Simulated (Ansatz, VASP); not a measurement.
## Two plane-wave programs on SiO

The input INCAR:

```
SYSTEM = SiO
ALGO = Normal
EDIFF = 1E-6
EDIFFG = -0.01
ENCUT = 600
GGA = RE
IBRION = 2
ISIF = 3
ISMEAR = -1
IVDW = 13
LASPH = .TRUE.
LCHARG = .FALSE.
LREAL = .FALSE.
LWAVE = .FALSE.
NELM = 100
NSW = 60
PREC = Accurate
SIGMA = 0.05
```

File KPOINTS:

```
k-points
0
G
  9 9 9
  0 0 0
```

POSCAR

```
SiO
1.0
    2.8069700000      0.0000000000      0.0000000000
    0.0000000000      2.8069700000      0.0000000000
    0.0000000000      0.0000000000      2.8069700000
Si O
1 1
Direct
    0.0000000000      0.0000000000      0.0000000000
    0.5000000000      0.5000000000      0.5000000000
```

input.yaml

```yaml
crystal:
  lattice:
    - [2.80697, 0.0, 0.0]
    - [0.0, 2.80697, 0.0]
    - [0.0, 0.0, 2.80697]
  atoms:
    - { symbol: Si, position: [0.0, 0.0, 0.0] }
    - { symbol: O, position: [0.5, 0.5, 0.5] }
hamiltonian:
  xc: revpbe
  pseudopotentials: { kind: paw }
  dispersion: d4
kpoints:
  mp_grid: { grid: [9, 9, 9] }
scf:
  occupations: { method: fermi_dirac, width: 0.05 }
output:
  forces: true
  stress: true
  eigenvalues: true
relax:
  f_tol: 0.01
  max_steps: 40
  cell: { stress_tol: 0.05 }
```

Alike in both runs: task relaxation of cell and atoms; functional revPBE; dispersion D4; k mesh 9 × 9 × 9; occupations fermi-dirac, width 0.05 eV; no spin polarisation.

```csv
,VASP,Ansatz
version,VASP 6.6.1,Ansatz 0.2.0
potentials or method,"VASP PAW PBE potentials, release 64 (Si, O)",Ansatz PAW
plane-wave cutoff (eV),600,420
valence electrons in the cell,10,10
```

Ansatz gave:

| Property | Result |
| --- | --- |
| gap on the k mesh at the Fermi level, each at its own relaxed structure (eV) | none |
| relaxed volume (Å³/atom) | 10.78 |
| relaxed cell length with the largest relative difference (Å) | 2.783 |

Task: Estimate VASP's values.

Result: gap on the k mesh at the Fermi level, each at its own relaxed structure (eV): none; relaxed volume (Å³/atom): 10.76; relaxed cell length with the largest relative difference (Å): 2.781.

VASP's potentials were made for PBE, not for revPBE. A gap of «none» marks a metal or a gap that the smearing closes.

Noted on Ansatz's run: the plane-wave basis is chosen anew once the cell has moved, so the energies of steps on either side of that aren't comparable.
